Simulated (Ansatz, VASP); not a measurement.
**BaTiO3: VASP beside Ansatz**

File INCAR:

```
SYSTEM = BaTiO3
ALGO = Normal
EDIFF = 1E-6
EDIFFG = -0.01
ENCUT = 600
GGA = PS
IBRION = 2
ISIF = 3
ISMEAR = 1
LASPH = .TRUE.
LCHARG = .FALSE.
LREAL = .FALSE.
LWAVE = .FALSE.
NELM = 60
NSW = 80
PREC = Accurate
SIGMA = 0.01
```

The input KPOINTS:

```
k-points
0
G
  6 6 6
  0 0 0
```

POSCAR

```
BaTiO3
1.0
    3.9855000000      0.0000000000      0.0000000000
    0.0000000000      2.8369000000      2.8451500000
    0.0000000000     -2.8369000000      2.8451500000
Ba Ti O
1 1 3
Direct
    0.0000000000      0.0000000000      0.0000000000
    0.5000000000      0.5124000000      0.5124000000
    0.0000000000      0.4874000000      0.4874000000
    0.5000000000      0.5052400000      0.9918400000
    0.5000000000      0.9918400000      0.5052400000
```

Input for Ansatz:

```yaml
crystal:
  lattice:
    - [3.9855, 0.0, 0.0]
    - [0.0, 2.8369, 2.84515]
    - [0.0, -2.8369, 2.84515]
  atoms:
    - { symbol: Ba, position: [0.0, 0.0, 0.0] }
    - { symbol: Ti, position: [0.5, 0.5124, 0.5124] }
    - { symbol: O, position: [0.0, 0.4874, 0.4874] }
    - { symbol: O, position: [0.5, 0.50524, 0.99184] }
    - { symbol: O, position: [0.5, 0.99184, 0.50524] }
basis:
  ecutwfc: 462.593566181796
kpoints:
  mp_grid:
    grid: [6, 6, 6]
hamiltonian:
  xc: pbesol
  dispersion: none
scf:
  occupations:
    method: cold
    width: 0.01
relax:
  cell: {}
```

Alike in both runs: task relaxation of cell and atoms; functional PBEsol; k mesh 6 × 6 × 6; no spin polarisation.

|  | VASP | Ansatz |
| --- | --- | --- |
| version | VASP 6.6.1 | Ansatz 0.2.0 |
| potentials or method | VASP PAW PBE potentials, release 64 (Ba_sv, Ti_sv, O), cutoff 600 eV | plane waves, PAW |
| occupations | methfessel-paxton of order 1, width 0.01 eV | cold, width 0.01 eV |
| valence electrons in the cell | 40 | 40 |

```tsv
	VASP	Ansatz	Ansatz less VASP
relaxed volume (Å³/atom)	12.83	12.69	-0.143
relaxed cell length with the largest relative difference (Å)	4.024	4.008	-0.0164
```

VASP's potentials were made for PBE, not for PBEsol.

Spin-orbit coupling is off throughout.
